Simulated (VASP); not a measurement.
# Au in VASP: further runs, part 2 of 3

VASP 6.6.1. Earlier steps stand in the parts before.

### Step 3. Single point, r2SCAN (strain -0.030 along x and y, -0.015 along z)

Contents of POSCAR:

```
Au
1.0
    0.0000000000      1.9841350000      2.0148175000
    1.9841350000      0.0000000000      2.0148175000
    1.9841350000      1.9841350000      0.0000000000
Au
1
Direct
    0.0000000000      0.0000000000      0.0000000000
```

Contents of INCAR.step1:

```
SYSTEM = Au
PREC = Accurate
ENCUT = 520
ISMEAR = 1
SIGMA = 0.4
LREAL = .False.
LASPH = .True.
NELM = 60
NBANDS = 12
GGA = PE
ALGO = Normal
EDIFF = 1E-4
LWAVE = .True.
LCHARG = .False.
```

Contents of INCAR.step2:

```
SYSTEM = Au
PREC = Accurate
ENCUT = 520
EDIFF = 1E-6
ISMEAR = 1
SIGMA = 0.4
LREAL = .False.
LASPH = .True.
NELM = 60
ALGO = Normal
ISIF = 2
LWAVE = .False.
LCHARG = .False.
METAGGA = R2SCAN
LMIXTAU = .True.
NBANDS = 12
ISTART = 1
```

Contents of KPOINTS:

```
regular mesh
0
Gamma
  20 20 20
  0 0 0
```

Potentials or basis: VASP PAW PBE potentials, release 64 (Au).

Launch:

```
cat potpaw_PBE.64/Au/POTCAR > POTCAR
cp INCAR.step1 INCAR
mpirun -np 1 vasp_std > vasp.out
cp INCAR.step2 INCAR
mpirun -np 1 vasp_std > vasp.out
```

OUTCAR:

```text
SYSTEM = Au
   PREC = Accurate
   ENCUT = 520
   EDIFF = 1E-6
   ISMEAR = 1
   LREAL = .False.
   LASPH = .True.
   NELM = 60
   ISIF = 2
   METAGGA = R2SCAN
   ISTART = 1

 ion  position               nearest neighbor table
   1  0.000  0.000  0.000-

  LATTYP: Found a body centered tetragonal cell.
 ALAT       =     2.8059906266
 C/A-ratio  =     1.4360828443

  Lattice vectors:

 A1 = (  -1.9841350000,   0.0000000000,   2.0148175000)
 A2 = (   1.9841350000,   0.0000000000,   2.0148175000)
 A3 = (   0.0000000000,   1.9841350000,  -2.0148175000)

Analysis of symmetry for initial positions (statically):
=====================================================================
 Subroutine PRICEL returns:
 Original cell was already a primitive cell.

 Routine SETGRP: Setting up the symmetry group for a
 body centered tetragonal supercell.

 Subroutine GETGRP returns: Found 16 space group operations
 (whereof 16 operations were pure point group operations)
 out of a pool of 16 trial point group operations.

The static configuration has the point symmetry D_4h.

Analysis of symmetry for dynamics (positions and initial velocities):
=====================================================================
 Subroutine PRICEL returns:
 Original cell was already a primitive cell.

 Routine SETGRP: Setting up the symmetry group for a
 body centered tetragonal supercell.

 Subroutine GETGRP returns: Found 16 space group operations
 (whereof 16 operations were pure point group operations)
 out of a pool of 16 trial point group operations.

The dynamic configuration has the point symmetry D_4h.

 Subroutine INISYM returns: Found 16 space group operations
 (whereof 16 operations are pure point group operations),
 and found     1 'primitive' translations

----------------------------------------------------------------------------------------

                                     Primitive cell

  volume of cell :      15.8638

  direct lattice vectors                    reciprocal lattice vectors
     0.000000000  1.984135000  2.014817500    -0.251998982  0.251998982  0.248161434
     1.984135000  0.000000000  2.014817500     0.251998982 -0.251998982  0.248161434
     1.984135000  1.984135000  0.000000000     0.251998982  0.251998982 -0.248161434

  length of vectors
     2.827769661  2.827769661  2.805990627     0.434270735  0.434270735  0.434270735

  position of ions in fractional coordinates (direct lattice)
     0.000000000  0.000000000  0.000000000

  ion indices of the primitive-cell ions
   primitive index   ion index
                 1           1

----------------------------------------------------------------------------------------

 KPOINTS: regular mesh

Automatic generation of k-mesh.
 Grid dimensions read from file:
 generate k-points for:   20   20   20

 Generating k-lattice:

  Cartesian coordinates                     Fractional coordinates (reciprocal lattice)
    -0.012599949  0.012599949  0.012408072     0.050000000  0.000000000  0.000000000
     0.012599949 -0.012599949  0.012408072     0.000000000  0.050000000  0.000000000
     0.012599949  0.012599949 -0.012408072     0.000000000  0.000000000  0.050000000

  Length of vectors
     0.021713537  0.021713537  0.021713537

  Shift w.r.t. Gamma in fractional coordinates (k-lattice)
     0.000000000  0.000000000  0.000000000

 Subroutine IBZKPT returns following result:
 ===========================================

 Found    641 irreducible k-points:

 Following reciprocal coordinates:
            Coordinates               Weight
  0.000000  0.000000  0.000000      1.000000
  0.050000  0.000000  0.000000      8.000000
  0.100000  0.000000  0.000000      8.000000
  0.150000  0.000000  0.000000      8.000000
  0.200000  0.000000  0.000000      8.000000
  0.250000  0.000000  0.000000      8.000000
[... 16 lines left out ...]
 -0.400000  0.050000  0.000000      8.000000
 -0.350000  0.050000  0.000000      8.000000
 [... further k-points ...]
   k-points           NKPTS =    641   k-points in BZ     NKDIM =    641   number of bands    NBANDS=     12
   number of dos      NEDOS =    301   number of ions     NIONS =      1
   total plane-waves  NPLWV =  13824
   dimension x,y,z NGX =    24 NGY =   24 NGZ =   24
   dimension x,y,z NGXF=    48 NGYF=   48 NGZF=   48
   ions per type =               1
   NGX,Y,Z   is equivalent  to a cutoff of  14.11, 14.11, 14.22 a.u.
   NGXF,Y,Z  is equivalent  to a cutoff of  28.22, 28.22, 28.44 a.u.
 SYSTEM =  Au
   PREC   = accura    normal or accurate (medium, high low for compatibility)
   ISTART =      1    job   : 0-new  1-cont  2-samecut
   ICHARG =      0    charge: 1-file 2-atom 10-const
   ISPIN  =      1    spin polarized calculation?
   LNONCOLLINEAR =      F non collinear calculations
   LSORBIT =      F    spin-orbit coupling
   LASPH  =      T    aspherical Exc in radial PAW
   ENCUT  =  520.0 eV  38.22 Ry    6.18 a.u.   5.26  5.26  5.22*2*pi/ulx,y,z
   NELM   =     60;   NELMIN=  2; NELMDL=  0     # of ELM steps
   EDIFF  = 0.1E-05   stopping-criterion for ELM
   LREAL  =      F    real-space projection
   EDIFFG = 0.1E-04   stopping-criterion for IOM
   NSW    =      0    number of steps for IOM
   IBRION =     -1    ionic relax: 0-MD 1-quasi-New 2-CG
   NFREE  =      0    steps in history (QN), initial steepest desc. (CG)
   ISIF   =      2    stress and relaxation
   ISYM   =      2    0-nonsym 1-usesym 2-fastsym
   POTIM  = 0.5000    time-step for ionic-motion
   TEBEG  =    0.0;   TEEND  =   0.0 temperature during run
   PSTRESS=    0.0 pullay stress
   NELECT =      11.0000    total number of electrons
   NUPDOWN=      -1.0000    fix difference up-down
   EMIN   =  10.00;   EMAX   =-10.00  energy-range for DOS
   EFERMI =   0.00;   METHOD = LEGACY
   ISMEAR =     1;   SIGMA  =   0.40  broadening in eV -4-tet -1-fermi 0-gaus
   EFERMI_NEDOS =   21; number of points for ismear=-14 and -15
   IALGO  =     38    algorithm
   IMIX   =      4    mixing-type and parameters
     AMIX     =   0.40;   BMIX     =  1.00
     AMIX_MAG =   1.60;   BMIX_MAG =  1.00
  volume/ion in A,a.u.               =      15.86       107.05
  Fermi-wavevector in a.u.,A,eV,Ry     =   1.449004  2.738221 28.566976  2.099613
  Thomas-Fermi vector in A             =   2.566781
   LORBIT       =      0    0 simple, 1 ext, 2 COOP (PROOUT), +10 PAW based schemes
   METAGGA = R2SCAN    functional components
   LHFCALC =     F    Hartree Fock is set to
   AEXX    =    0.0000 exact exchange contribution
   IVDW    =     0    specifies the selected vdW correction
   LEPSILON=     F    determine dielectric tensor
   LRPA    =     F    only Hartree local field effects (RPA)
 non-spin polarized calculation
 Methfessel and Paxton  Order N= 1 SIGMA  =   0.40
  energy-cutoff  :      520.00
  volume of cell :       15.86
 maximum number of plane-waves:       448
 NGX is ok and might be reduce to    24
   NGX = 11   NGY = 11   NGZ = 11

 number of electron      11.0000002 magnetization

 Free energy of the ion-electron system (eV)
  ---------------------------------------------------
  ext. energy  EPLUGINS =         0.00000000
  ---------------------------------------------------
  free energy    TOTEN  =       -50.49351435 eV

  energy without entropy =      -50.49326612  energy(sigma->0) =      -50.49343160

 E-fermi :  10.6043     XC(G=0): -14.1454

 val. band max:       10.5879799719   @ k =  -0.2000   0.3000   0.1500
 cond. band min:      10.6197607832   @ k =   0.5000   0.0000   0.1000
 fundamental gap:      0.0317808113
 Fermi energy:        10.6043395070

 k-point     1 :       0.0000    0.0000    0.0000
  band No.  band energies     occupation
      1      -0.3488      2.00000
      2       5.0937      2.00000
      3       5.2518      2.00000
      4       5.2518      2.00000
      5       6.8528      2.00000
      6       7.0267      2.00000
      7      25.7626      0.00000
      8      30.1016      0.00000
      9      30.4137      0.00000
     10      30.4137      0.00000
     11      35.8650      0.00000
     12      41.0493      0.00000
[... 331 lines left out ...]
 k-point    24 :      -0.3500    0.0500    0.0000
  band No.  band energies     occupation
      1       2.3132      2.00000
      2       5.1914      2.00000
      3       5.4025      2.00000
      4       6.5396      2.00000
      5       7.6915      2.00000
      6       8.3748      2.00000
      7      17.9363     -0.00000
      8      25.9606      0.00000
      9      29.2037      0.00000
     10      31.1308      0.00000
     11      35.5288      0.00000
     12      36.8765      0.00000

 [... further k-points ...]

------------------------ aborting loop because EDIFF is reached ----------------------------------------

  FORCE on cell =-STRESS in cart. coord.  units (eV):
  Direction    XX          YY          ZZ          XY          YZ          ZX
  --------------------------------------------------------------------------------------
  -------------------------------------------------------------------------------------
  Total        2.1373402      2.1373402      2.0694373      0.0000000      0.0000000     -0.0000000
  in kB      215.8619519    215.8619519    209.0040547      0.0000000      0.0000000     -0.0000000
  external PRESSURE =     213.5759862 kB  Pullay stress =       0.0000000 kB

 VOLUME and BASIS-vectors are now :
 -----------------------------------------------------------------------------
  energy-cutoff  :      520.00
  volume of cell :       15.86
      direct lattice vectors                 reciprocal lattice vectors
     0.000000000  1.984135000  2.014817500    -0.251998982  0.251998982  0.248161434
     1.984135000  0.000000000  2.014817500     0.251998982 -0.251998982  0.248161434
     1.984135000  1.984135000  0.000000000     0.251998982  0.251998982 -0.248161434

 POSITION                                       TOTAL-FORCE (eV/Angst)
 -----------------------------------------------------------------------------------
      0.00000      0.00000      0.00000         0.000000      0.000000      0.000000
 -----------------------------------------------------------------------------------
    total drift:                               -0.000000     -0.000000     -0.000000

  FREE ENERGIE OF THE ION-ELECTRON SYSTEM (eV)
  ---------------------------------------------------
  free  energy   TOTEN  =       -50.4935143469 eV

  energy  without entropy=      -50.4932661155  energy(sigma->0) =      -50.49343160
```

OSZICAR.step1:

```text
N       E                     dE             d eps       ncg     rms          rms(c)
DAV:   1     0.507058139007E+02    0.50706E+02   -0.56752E+03 15928   0.825E+02
DAV:   2    -0.263917839384E+01   -0.53345E+02   -0.50564E+02 18140   0.192E+02
DAV:   3    -0.334419481946E+01   -0.70502E+00   -0.70445E+00 18536   0.211E+01
DAV:   4    -0.334648627415E+01   -0.22915E-02   -0.22914E-02 18496   0.139E+00
DAV:   5    -0.334650188214E+01   -0.15608E-04   -0.15608E-04 18900   0.108E-01    0.118E+01
DAV:   6    -0.310728133563E+01    0.23922E+00   -0.56309E-01 16720   0.626E+00    0.724E+00
DAV:   7    -0.308247659663E+01    0.24805E-01   -0.87089E-02 18144   0.246E+00    0.288E+00
DAV:   8    -0.307977612804E+01    0.27005E-02   -0.36258E-03 17164   0.529E-01    0.284E-01
DAV:   9    -0.307976143642E+01    0.14692E-04   -0.15542E-05 11936   0.375E-02
   1 F= -.30797614E+01 E0= -.30796092E+01  d E =-.456606E-03
```

Wall time 3.7 min (1 thread of Intel Xeon Platinum 8488C (Sapphire Rapids), shared host); peak memory 0.25 GiB.

Results:

```
Free energy            : -50.4935 eV
Pressure               : 21.4 GPa
Band gap on the k mesh : zero (an odd number of electrons rules out a gap without spin polarisation)
```

Caveat: the cell differs from its parent crystal (strain -0.030 along x and y, -0.015 along z); the cell stands under pressure; the PAW data sets were made with another functional, which shifts forces and pressure a little; spin-orbit coupling is left out, which moves the levels of the heavy elements.

### Step 4. Single point, r2SCAN (strain -0.030 along x and y, +0.000 along z)

Contents of POSCAR:

```
Au
1.0
    0.0000000000      1.9841350000      2.0455000000
    1.9841350000      0.0000000000      2.0455000000
    1.9841350000      1.9841350000      0.0000000000
Au
1
Direct
    0.0000000000      0.0000000000      0.0000000000
```

Contents of INCAR.step1:

```
SYSTEM = Au
PREC = Accurate
ENCUT = 520
ISMEAR = 1
SIGMA = 0.4
LREAL = .FALSE.
LASPH = .TRUE.
NELM = 60
NBANDS = 12
GGA = PE
ALGO = Normal
EDIFF = 1E-4
LWAVE = .TRUE.
LCHARG = .FALSE.
```

Contents of INCAR.step2:

```
SYSTEM = Au
PREC = Accurate
ENCUT = 520
EDIFF = 1E-6
ISMEAR = 1
SIGMA = 0.4
LREAL = .FALSE.
LASPH = .TRUE.
NELM = 60
ALGO = Normal
ISIF = 2
LWAVE = .FALSE.
LCHARG = .FALSE.
METAGGA = R2SCAN
LMIXTAU = .TRUE.
NBANDS = 12
ISTART = 1
```

Contents of KPOINTS:

```
Automatic mesh
0
G
  20 20 20
  0 0 0
```

Launch:

```
cat potpaw_PBE.64/Au/POTCAR > POTCAR
cp INCAR.step1 INCAR
mpirun -np 1 vasp_std > vasp.out
cp INCAR.step2 INCAR
mpirun -np 1 vasp_std > vasp.out
```

It took 3.2 min on 1 thread of Intel Xeon Platinum 8488C (Sapphire Rapids), shared host; peak memory 0.25 GiB.

The run converged. Its results:

| Property | Result |
| --- | --- |
| Free energy | -50.5218 eV |
| Pressure | 17.4 GPa |
| Band gap on the k mesh | zero (an odd number of electrons rules out a gap without spin polarisation) |

Stress tensor (GPa, compression positive):
```
17.90  0.00  0.00
 0.00 17.90  0.00
 0.00  0.00 16.53
```

Levels at points of the mesh, in eV from the Fermi level:
| k point | band 4 | band 5 | band 6 | band 7 | band 8 | band 9 |
| --- | --- | --- | --- | --- | --- | --- |
| (0.00, 0.00, 0.00) | -5.21 | -3.79 | -3.45 | 15.20 | 19.25 | 19.84 |
| (0.50, 0.00, 0.00) | -2.31 | -2.17 | -1.12 | 3.48 | 14.65 | 18.05 |
| (0.50, 0.50, 0.00) | -1.88 | -1.88 | 0.61 | 5.96 | 11.05 | 11.05 |
| (0.50, 0.00, 0.50) | -1.99 | -1.72 | 1.16 | 6.74 | 10.44 | 10.52 |

Caveat: the cell differs from its parent crystal (strain -0.030 along x and y, +0.000 along z); the cell stands under pressure; the PAW data sets were made with another functional, which shifts forces and pressure a little; spin-orbit coupling is left out, which moves the levels of the heavy elements.

[end of part 2 of 3]

The gap in the log of VASP goes by the Fermi energy; the results here count the filled bands.